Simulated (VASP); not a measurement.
# Ba (P6/mmm) in VASP: a series of runs

Ba is run at these levels: PBE; tasks: single point.

All numbers are computed with VASP 6.6.1; they aren't measurements. Logs are shortened: lines on timing, memory, paths and dates and some standing lists are left out, and cuts for length are marked.

## Step 1: The cell of the first run

The structure is hexagonal, space group P6/mmm (No. 191). Conventional cell: a = 6.996 Å, b = 6.996 Å, c = 3.909 Å, α = 90.00°, β = 90.00°, γ = 120.00°. Ba (site symmetry -6m2) has 5 Ba at 3.91 to 4.04 Å within 5.1 Å.

## Step 2: Single point, PBE

Input file INCAR:

```
ALGO     = Normal         # electronic algorithm
EDIFF    = 1E-6           # SCF threshold, eV
ENCUT    = 520            # plane-wave cutoff, eV
GGA      = PE             # functional
ISIF     = 2              # what is computed and relaxed
ISMEAR   = 0              # smearing method
LASPH    = T              # aspherical terms in the spheres
LCHARG   = T              # write CHGCAR
LELF     = T              # ELF
LREAL    = F              # projectors in reciprocal space
LVHAR    = T            
LWAVE    = F              # write WAVECAR
NBANDS   = 17             # bands
NELM     = 100            # most SCF steps
PREC     = Accurate       # precision mode
SIGMA    = 0.15           # smearing width, eV
```

Input file KPOINTS:

```
k-points
0
Gamma
  9 9 14
```

Input file POSCAR:

```
Ba
1.0
    6.9960670735      0.0000000000      0.0000000000
   -3.4980335368      6.0587718122      0.0000000000
    0.0000000000      0.0000000000      3.9093935500
Ba
2
Direct
    0.3333333333      0.6666666667      0.5000000000
    0.6666666667      0.3333333333      0.5000000000
```

Potentials or basis: VASP PAW PBE potentials, release 64 (Ba_sv).

The run is started by

```console
cat potpaw_PBE.64/Ba_sv/POTCAR > POTCAR
mpirun -np 1 vasp_std > vasp.out
```

OUTCAR:

```text
EDIFF = 1E-6
   ENCUT = 520
   GGA = PE
   ISIF = 2
   ISMEAR = 0
   LASPH = T
   LREAL = F
   NELM = 100
   PREC = Accurate

 ion  position               nearest neighbor table
   1  0.333  0.667  0.500-   2 4.04   2 4.04   2 4.04
   2  0.667  0.333  0.500-   1 4.04   1 4.04   1 4.04

  LATTYP: Found a hexagonal cell.
 ALAT       =     6.9960670735
 C/A-ratio  =     0.5587987521

  Lattice vectors:

 A1 = (   6.9960670735,   0.0000000000,   0.0000000000)
 A2 = (  -3.4980335368,   6.0587718122,   0.0000000000)
 A3 = (   0.0000000000,   0.0000000000,   3.9093935500)

Analysis of symmetry for initial positions (statically):
=====================================================================
 Subroutine PRICEL returns:
 Original cell was already a primitive cell.

 Routine SETGRP: Setting up the symmetry group for a
 hexagonal supercell.

 Subroutine GETGRP returns: Found 24 space group operations
 (whereof 24 operations were pure point group operations)
 out of a pool of 24 trial point group operations.

The static configuration has the point symmetry D_6h.

Analysis of symmetry for dynamics (positions and initial velocities):
=====================================================================
 Subroutine PRICEL returns:
 Original cell was already a primitive cell.

 Routine SETGRP: Setting up the symmetry group for a
 hexagonal supercell.

 Subroutine GETGRP returns: Found 24 space group operations
 (whereof 24 operations were pure point group operations)
 out of a pool of 24 trial point group operations.

The dynamic configuration has the point symmetry D_6h.

 Subroutine INISYM returns: Found 24 space group operations
 (whereof 24 operations are pure point group operations),
 and found     1 'primitive' translations

----------------------------------------------------------------------------------------

                                     Primitive cell

  volume of cell :     165.7097

  direct lattice vectors                    reciprocal lattice vectors
     6.996067073  0.000000000  0.000000000     0.142937452  0.082524976  0.000000000
    -3.498033537  6.058771812  0.000000000     0.000000000  0.165049953  0.000000000
     0.000000000  0.000000000  3.909393550     0.000000000  0.000000000  0.255794150

  length of vectors
     6.996067073  6.996067073  3.909393550     0.165049953  0.165049953  0.255794150

  position of ions in fractional coordinates (direct lattice)
     0.333333333  0.666666667  0.500000000
     0.666666667  0.333333333  0.500000000

  ion indices of the primitive-cell ions
   primitive index   ion index
                 1           1
                 2           2

----------------------------------------------------------------------------------------

 KPOINTS: k-points

Automatic generation of k-mesh.
 Grid dimensions read from file:
 generate k-points for:    9    9   14

 Generating k-lattice:

  Cartesian coordinates                     Fractional coordinates (reciprocal lattice)
     0.015881939  0.009169442  0.000000000     0.111111111 -0.000000000  0.000000000
     0.000000000  0.018338884  0.000000000     0.000000000  0.111111111  0.000000000
     0.000000000  0.000000000  0.018271011     0.000000000  0.000000000  0.071428571

  Length of vectors
     0.018338884  0.018338884  0.018271011

  Shift w.r.t. Gamma in fractional coordinates (k-lattice)
     0.000000000  0.000000000  0.000000000

 Subroutine IBZKPT returns following result:
 ===========================================

 Found     96 irreducible k-points:

 Following reciprocal coordinates:
            Coordinates               Weight
  0.000000  0.000000  0.000000      1.000000
  0.111111 -0.000000  0.000000      6.000000
  0.222222 -0.000000  0.000000      6.000000
  0.333333 -0.000000  0.000000      6.000000
  0.444444 -0.000000  0.000000      6.000000
  0.111111  0.111111  0.000000      6.000000
[... 16 lines left out ...]
  0.333333  0.222222  0.071429     24.000000
  0.333333  0.333333  0.071429      4.000000
 [... further k-points ...]
   k-points           NKPTS =     96   k-points in BZ     NKDIM =     96   number of bands    NBANDS=     17
   number of dos      NEDOS =    301   number of ions     NIONS =      2
   total plane-waves  NPLWV =  87480
   dimension x,y,z NGX =    54 NGY =   54 NGZ =   30
   dimension x,y,z NGXF=   108 NGYF=  108 NGZF=   60
   ions per type =               2
   NGX,Y,Z   is equivalent  to a cutoff of  12.83, 12.83, 12.76 a.u.
   NGXF,Y,Z  is equivalent  to a cutoff of  25.66, 25.66, 25.51 a.u.
 SYSTEM =  unknown system
   PREC   = accura    normal or accurate (medium, high low for compatibility)
   ISTART =      0    job   : 0-new  1-cont  2-samecut
   ICHARG =      2    charge: 1-file 2-atom 10-const
   ISPIN  =      1    spin polarized calculation?
   LNONCOLLINEAR =      F non collinear calculations
   LSORBIT =      F    spin-orbit coupling
   LASPH  =      T    aspherical Exc in radial PAW
   ENCUT  =  520.0 eV  38.22 Ry    6.18 a.u.  13.01 13.01  7.27*2*pi/ulx,y,z
   NELM   =    100;   NELMIN=  2; NELMDL= -5     # of ELM steps
   EDIFF  = 0.1E-05   stopping-criterion for ELM
   LREAL  =      F    real-space projection
   EDIFFG = 0.1E-04   stopping-criterion for IOM
   NSW    =      0    number of steps for IOM
   IBRION =     -1    ionic relax: 0-MD 1-quasi-New 2-CG
   NFREE  =      0    steps in history (QN), initial steepest desc. (CG)
   ISIF   =      2    stress and relaxation
   ISYM   =      2    0-nonsym 1-usesym 2-fastsym
   POTIM  = 0.5000    time-step for ionic-motion
   TEBEG  =    0.0;   TEEND  =   0.0 temperature during run
   PSTRESS=    0.0 pullay stress
   NELECT =      20.0000    total number of electrons
   NUPDOWN=      -1.0000    fix difference up-down
   EMIN   =  10.00;   EMAX   =-10.00  energy-range for DOS
   EFERMI =   0.00;   METHOD = LEGACY
   ISMEAR =     0;   SIGMA  =   0.15  broadening in eV -4-tet -1-fermi 0-gaus
   EFERMI_NEDOS =   21; number of points for ismear=-14 and -15
   IALGO  =     38    algorithm
   IMIX   =      4    mixing-type and parameters
     AMIX     =   0.40;   BMIX     =  1.00
     AMIX_MAG =   1.60;   BMIX_MAG =  1.00
  volume/ion in A,a.u.               =      82.85       559.13
  Fermi-wavevector in a.u.,A,eV,Ry     =   0.809038  1.528860  8.905588  0.654542
  Thomas-Fermi vector in A             =   1.917955
   LORBIT       =      0    0 simple, 1 ext, 2 COOP (PROOUT), +10 PAW based schemes
   GGA     = PE    functional components
   LHFCALC =     F    Hartree Fock is set to
   AEXX    =    0.0000 exact exchange contribution
   IVDW    =     0    specifies the selected vdW correction
   LEPSILON=     F    determine dielectric tensor
   LRPA    =     F    only Hartree local field effects (RPA)
 non-spin polarized calculation
 Gauss-broadening in eV      SIGMA  =   0.15
  energy-cutoff  :      520.00
  volume of cell :      165.71
 maximum number of plane-waves:      4488
 NGX is ok and might be reduce to    54
   NGX = 25   NGY = 25   NGZ = 15

 number of electron      20.0000003 magnetization

 Free energy of the ion-electron system (eV)
  ---------------------------------------------------
  ext. energy  EPLUGINS =         0.00000000
  ---------------------------------------------------
  free energy    TOTEN  =        -2.35294325 eV

  energy without entropy =       -2.28485915  energy(sigma->0) =       -2.31890120

 E-fermi :   0.5678     XC(G=0):  -6.3902

 val. band max:        0.5654309675   @ k =   0.2222  -0.0000   0.3571
 cond. band min:       0.5682204919   @ k =   0.3333   0.2222   0.3571
 fundamental gap:      0.0027895245
 Fermi energy:         0.5677888272

 k-point     1 :       0.0000    0.0000    0.0000
  band No.  band energies     occupation
      1     -28.7281      2.00000
      2     -28.6597      2.00000
      3     -14.1138      2.00000
      4     -14.1138      2.00000
      5     -13.7262      2.00000
      6     -13.7262      2.00000
[... 9 lines left out ...]
     16       3.7570      0.00000
     17       3.7570      0.00000

 k-point     2 :       0.1111   -0.0000    0.0000
  band No.  band energies     occupation
      1     -28.7263      2.00000
      2     -28.6615      2.00000
      3     -14.1177      2.00000
      4     -14.1054      2.00000
      5     -13.7352      2.00000
      6     -13.7217      2.00000
[... 9 lines left out ...]
     16       3.7398      0.00000
     17       3.7715      0.00000

 k-point     3 :       0.2222   -0.0000    0.0000
  band No.  band energies     occupation
      1     -28.7212      2.00000
      2     -28.6668      2.00000
      3     -14.1274      2.00000
      4     -14.0824      2.00000
      5     -13.7600      2.00000
      6     -13.7108      2.00000
[... 9 lines left out ...]
     16       3.6990      0.00000
     17       3.8108      0.00000

 k-point     4 :       0.3333   -0.0000    0.0000
  band No.  band energies     occupation
      1     -28.7138      2.00000
      2     -28.6743      2.00000
      3     -14.1378      2.00000
      4     -14.0509      2.00000
      5     -13.7935      2.00000
      6     -13.6991      2.00000
[... 9 lines left out ...]
     16       3.6553      0.00000
     17       3.6571      0.00000
[... 343 lines left out ...]
      1     -28.7063      2.00000
      2     -28.6756      2.00000
      3     -14.1440      2.00000
      4     -14.0145      2.00000
      5     -13.8223      2.00000
      6     -13.6833      2.00000
[... 9 lines left out ...]
     16       3.0249      0.00000
     17       3.7476      0.00000

 k-point    23 :       0.3333    0.2222    0.0714
  band No.  band energies     occupation
      1     -28.6987      2.00000
      2     -28.6832      2.00000
      3     -14.1520      2.00000
      4     -13.9740      2.00000
      5     -13.8640      2.00000
      6     -13.6746      2.00000
[... 9 lines left out ...]
     16       2.7751      0.00000
     17       3.5353      0.00000

 k-point    24 :       0.3333    0.3333    0.0714
  band No.  band energies     occupation
      1     -28.6910      2.00000
      2     -28.6910      2.00000
      3     -14.1564      2.00000
      4     -13.9192      2.00000
      5     -13.9192      2.00000
      6     -13.6698      2.00000
[... 9 lines left out ...]
     16       2.3705      0.00000
     17       3.4650      0.00000

 [... further k-points ...]
[... 5 lines left out ...]
  --------------------------------------------------------------------------------------
  -------------------------------------------------------------------------------------
  Total        0.3265499      0.3265499      0.1379576     -0.0000000      0.0000000     -0.0000000
  in kB        3.1572738      3.1572738      1.3338540     -0.0000000      0.0000000     -0.0000000
  external PRESSURE =       2.5494672 kB  Pullay stress =       0.0000000 kB

 VOLUME and BASIS-vectors are now :
 -----------------------------------------------------------------------------
  energy-cutoff  :      520.00
  volume of cell :      165.71
      direct lattice vectors                 reciprocal lattice vectors
     6.996067073  0.000000000  0.000000000     0.142937452  0.082524976  0.000000000
    -3.498033537  6.058771812  0.000000000     0.000000000  0.165049953  0.000000000
     0.000000000  0.000000000  3.909393550     0.000000000  0.000000000  0.255794150

 POSITION                                       TOTAL-FORCE (eV/Angst)
 -----------------------------------------------------------------------------------
     -0.00000      4.03918      1.95470        -0.000000      0.000000      0.000000
      3.49803      2.01959      1.95470         0.000000      0.000000      0.000000
 -----------------------------------------------------------------------------------
    total drift:                               -0.000000      0.000000     -0.000000

  FREE ENERGIE OF THE ION-ELECTRON SYSTEM (eV)
  ---------------------------------------------------
  free  energy   TOTEN  =        -2.3529432516 eV

  energy  without entropy=       -2.2848591466  energy(sigma->0) =       -2.31890120
```

Run time: 3.4 min. Hardware: 1 thread of Intel Xeon Platinum 8375C at 2.90GHz (Ice Lake), shared host; peak memory 0.43 GiB.

What came out:

| Quantity | Value |
| --- | --- |
| Free energy | -2.3529 eV |
| Pressure | 0.3 GPa |
| Band gap on the k mesh | zero (band 10 reaches 1.22 eV, above the bottom of band 11 at 0.24 eV) |

Stress tensor (GPa, compression positive):
```
0.32 0.00 0.00
0.00 0.32 0.00
0.00 0.00 0.13
```

Levels at points of the mesh, in eV from the Fermi level:
| k point | band 6 | band 7 | band 8 | band 9 | band 10 | band 11 | band 12 | band 13 | band 14 | band 15 |
| --- | --- | --- | --- | --- | --- | --- | --- | --- | --- | --- |
| (0.00, 0.00, 0.00) | -14.29 | -14.04 | -13.96 | -2.21 | 0.14 | 0.31 | 0.75 | 0.75 | 1.01 | 1.01 |
| (0.00, 0.00, 0.50) | -14.58 | -14.21 | -14.21 | -0.20 | -0.20 | -0.13 | 1.06 | 1.40 | 1.40 | 1.94 |

Caveat: spin-orbit coupling is left out, which moves the levels of the heavy elements.

## Step 3: Single point, PBE

Input file INCAR:

```
SYSTEM = Ba
  PREC = Accurate
  ENCUT = 520
  EDIFF = 1E-7
  ISMEAR = 0
  SIGMA = 0.15
  LREAL = .False.
  LASPH = .True.
  NELM = 100
  ALGO = Normal
  ISIF = 2
  LWAVE = .False.
  LCHARG = .False.
  GGA = PE
  NBANDS = 17
```

Input file KPOINTS:

```
Automatic mesh
0
Gamma
  9 9 12
  0 0 0
```

POSCAR is that of step 2.

Potentials or basis: VASP PAW PBE potentials, release 64 (Ba_sv).

The run is started by

```console
cat potpaw_PBE.64/Ba_sv/POTCAR > POTCAR
mpirun -np 1 vasp_std > vasp.out
```

Wall time 3.6 min (1 thread of Intel Xeon Platinum 8375C at 2.90GHz (Ice Lake), shared host); peak memory 0.4 GiB.

The run converged. Its results:

```yaml
Free_energy: -2.3530 eV
Pressure: 0.3 GPa
Band_gap_on_the_k_mesh: zero (band 10 reaches 1.22 eV, above the bottom of band 11 at 0.24 eV)
```

Stress tensor (GPa, compression positive):
```
0.32 0.00 0.00
0.00 0.32 0.00
0.00 0.00 0.14
```

Levels at points of the mesh, in eV from the Fermi level:
| k point | band 6 | band 7 | band 8 | band 9 | band 10 | band 11 | band 12 | band 13 | band 14 | band 15 |
| --- | --- | --- | --- | --- | --- | --- | --- | --- | --- | --- |
| (0.00, 0.00, 0.00) | -14.29 | -14.04 | -13.96 | -2.21 | 0.14 | 0.31 | 0.75 | 0.75 | 1.01 | 1.01 |
| (0.00, 0.00, 0.50) | -14.58 | -14.21 | -14.21 | -0.20 | -0.20 | -0.13 | 1.06 | 1.40 | 1.40 | 1.94 |

Caveat: spin-orbit coupling is left out, which moves the levels of the heavy elements.
